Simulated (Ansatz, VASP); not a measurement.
## One calculation of Ta, two programs

File INCAR:

```
SYSTEM = Ta
AGGAC    = 1.0          
AGGAX    = 1.0          
ALDAC    = 0.0          
ALDAX    = 1.0          
ALGO     = Normal         ! electronic algorithm
EDIFF    = 1E-7           ! SCF threshold, eV
EDIFFG   = -0.01          ! ionic threshold
ENCUT    = 500            ! plane-wave cutoff, eV
GGA      = B5             ! functional
GGA_COMPAT= .False.      
IBRION   = 2              ! ionic algorithm
ISIF     = 3              ! what is computed and relaxed
ISMEAR   = -1             ! smearing method
LASPH    = .True.         ! aspherical terms in the spheres
LCHARG   = .False.        ! write CHGCAR
LREAL    = .False.        ! projectors in reciprocal space
LWAVE    = .False.        ! write WAVECAR
NELM     = 120            ! most SCF steps
NELMIN   = 4            
NSW      = 60             ! ionic steps
PREC     = Accurate       ! precision mode
SIGMA    = 0.05           ! smearing width, eV
```

The input KPOINTS:

```
k-points
0
Gamma
  11 11 11
  0 0 0
```

Contents of POSCAR:

```
Ta
1.0
   -1.6512800000      1.6512800000      1.6512800000
    1.6512800000     -1.6512800000      1.6512800000
    1.6512800000      1.6512800000     -1.6512800000
Ta
1
Direct
    0.0000000000      0.0000000000      0.0000000000
```

The input input.yaml:

```yaml
crystal:
  lattice:
    - [-1.65128, 1.65128, 1.65128]
    - [1.65128, -1.65128, 1.65128]
    - [1.65128, 1.65128, -1.65128]
  atoms:
    - { symbol: Ta, position: [0.0, 0.0, 0.0] }
hamiltonian:
  xc: blyp
  pseudopotentials: { kind: paw }
kpoints:
  mp_grid: { grid: [11, 11, 11] }
scf:
  occupations: { method: fermi_dirac, width: 0.05 }
output:
  forces: true
  stress: true
  write_density: true
  write_potential: true
  elf: true
  volumetric_format: npy
relax:
  f_tol: 0.01
  max_steps: 40
  cell: { stress_tol: 0.05 }
```

Alike in both runs: task relaxation of cell and atoms; functional BLYP; k mesh 11 × 11 × 11; occupations fermi-dirac, width 0.05 eV; no spin polarisation.

|  | VASP | Ansatz |
| --- | --- | --- |
| version | VASP 6.6.1 | Ansatz 0.2.0 |
| potentials or method | VASP PAW PBE potentials, release 64 (Ta_sv_GW) | Ansatz PAW |
| plane-wave cutoff (eV) | 500 | 420 |
| valence electrons in the cell | 13 | 13 |

```csv
,VASP,Ansatz,Ansatz less VASP
"gap on the k mesh at the Fermi level, each at its own relaxed structure (eV)",none,none,-
relaxed volume (Å³/atom),18.76,18.82,+0.060
relaxed length of the cell vector where the two differ most in proportion (Å),2.899,2.902,+0.0031
```

VASP's potentials were made for PBE, not for BLYP. A gap of «none» marks a metal or a gap that the smearing closes.

Spin-orbit coupling is off throughout. Noted on Ansatz's run: the plane-wave basis is chosen anew once the cell has moved, so the energies of steps on either side of that aren't comparable.
